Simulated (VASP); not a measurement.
Input of a VASP 6.6.1 run:

Contents of INCAR:

```
SYSTEM = CsH
  PREC = Accurate
  ENCUT = 520
  EDIFF = 1E-6
  ISMEAR = 0
  SIGMA = 0.05
  LREAL = .False.
  LASPH = .True.
  NELM = 60
  ALGO = Normal
  ISIF = 2
  LWAVE = .False.
  LCHARG = .True.
  LELF = .True.
  LVHAR = .True.
  NBANDS = 12
```

KPOINTS

```
regular mesh
0
Gamma
  8 8 8
  0 0 0
```

File POSCAR:

```
CsH
1.0
    3.8705779014      0.4653774016      0.4653774016
    0.4653774016      3.8705779014      0.4653774016
    0.4653774016      0.4653774016      3.8705779014
Cs H
1 1
Direct
    0.0000000000      0.0000000000      0.0000000000
    0.5000000000      0.5000000000      0.5000000000
```

Potentials or basis: VASP PAW LDA potentials, release 64 (Cs_sv, H).

Command:

```sh
$ cat potpaw_LDA.64/Cs_sv/POTCAR potpaw_LDA.64/H/POTCAR > POTCAR
$ mpirun -np 1 vasp_std > vasp.out
```

(1) Predict the band gap on the k mesh.

(2) Predict the pressure.

Results:

(1) 1.65 eV, direct.

(2) -0.6 GPa.

Caveat: spin-orbit coupling is left out, which moves the levels of the heavy elements.
